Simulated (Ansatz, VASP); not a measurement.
BaTiO3: VASP beside Ansatz

```
Ba Ti O
1.0
     2.88282    1.66440    2.36386
    -2.88282    1.66440    2.36386
     0.00000   -3.32879    2.36386
Ba Ti O
1 1 3
Direct
  0.00000 0.00000 0.00000
  0.48450 0.48450 0.48450
  0.50860 0.01750 0.50860
  0.01750 0.50860 0.50860
  0.50860 0.50860 0.01750
```

Change from the starting cell: volume scaled by 1.06.

Alike in both runs: task single point; functional PBE; k mesh 7 × 7 × 7; occupations fermi-dirac, width 0.05 eV; no spin polarisation.

|  | VASP | Ansatz |
| --- | --- | --- |
| version | VASP 6.6.1 | Ansatz 0.2.0 |
| potentials or method | VASP PAW PBE potentials, release 64 (Ba_sv, Ti_sv, O), cutoff 520 eV | all-electron LAPW, scalar-relativistic |

|  | VASP | Ansatz | Ansatz less VASP |
| --- | --- | --- | --- |
| gap on the k mesh at the Fermi level (eV) | 2.29 | 2.33 | +0.044 |
| least direct gap on the mesh (eV) | 2.67 | 2.68 | +0.010 |
| pressure (GPa) | -2.7 | -4.2 | -1.46 |
| traceless stress, the component that is largest in VASP (GPa) | 0.23 | 0.27 | +0.044 |
| rms of the force components (eV/Å) | 0.157 | 0.182 | +0.0251 |

Atom by atom the forces differ by 0.025 eV/Å (rms over components). Ansatz ran all-electron here, and VASP with PAW potentials.

Spin-orbit coupling is off throughout.
